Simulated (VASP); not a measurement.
Cr: single point with PBEsol

The system is Cr.

```
Cr
1.0
    -1.39839    1.39839    1.39839
     1.39839   -1.39839    1.39839
     1.39839    1.39839   -1.39839
Cr
1
Cartesian
  0.0000 0.0000 0.0000
```

| Property | Result |
| --- | --- |
| Program | VASP 6.6.1 |
| Task | single point |
| Functional | PBEsol |
| Potentials or basis | VASP PAW PBE potentials, release 64 (Cr_pv) |
| Cutoff | 500 eV |
| k mesh | 12 × 12 × 12 |
| Occupations | fermi-dirac, width 0.05 eV |
| Spin | collinear spin, ferromagnetic start |
| Starting moments | [3.0] μB |
| Dipole correction | no |
| Further INCAR settings | ALGO = Normal; EDIFF = 1e-06; NBANDS = 16 |

```json
{
  "Pressure": "4.2 GPa",
  "Band gap on the k mesh": "zero (filled and empty bands overlap)",
  "Net moment": "0.00 μB per cell",
  "Valence electrons inside the program's atomic spheres": "Cr 11.18"
}
```

Levels at points of the mesh, in eV from the Fermi level:
Spin up:
```
           k point  band 2  band 3  band 4  band 5  band 6  band 7  band 8  band 9  band 10  band 11
(0.00, 0.00, 0.00)  -42.47  -42.47   -8.07   -0.96   -0.96   -0.96    1.22    1.22     7.16    22.71
(0.50, 0.00, 0.00)  -42.81  -42.48   -4.72   -2.64    1.24    1.26    1.60    3.12     7.16    10.61
(0.50, 0.50, 0.50)  -43.22  -43.22   -4.68   -4.68    2.69    2.69    2.69    7.16    11.09    11.09
```
Spin down:
```
           k point  band 3  band 4  band 5  band 6  band 7  band 8  band 9  band 10
(0.00, 0.00, 0.00)  -42.47   -8.07   -0.96   -0.96   -0.96    1.22    1.22     7.16
(0.50, 0.00, 0.00)  -42.48   -4.72   -2.64    1.24    1.26    1.60    3.12     7.16
(0.50, 0.50, 0.50)  -43.22   -4.68   -4.68    2.69    2.69    2.69    7.16    11.09
```

Run time: 13 s on 1 thread of AMD EPYC 9R45 96-Core Processor (Zen 5), on a shared host, peak memory 0.1 GiB.

Caveat: the cell stands under pressure; an empty level that is flat over the whole mesh can mark a ghost state of the potentials, or a narrow d or f band; the PAW data sets were made with another functional, which shifts forces and pressure a little.
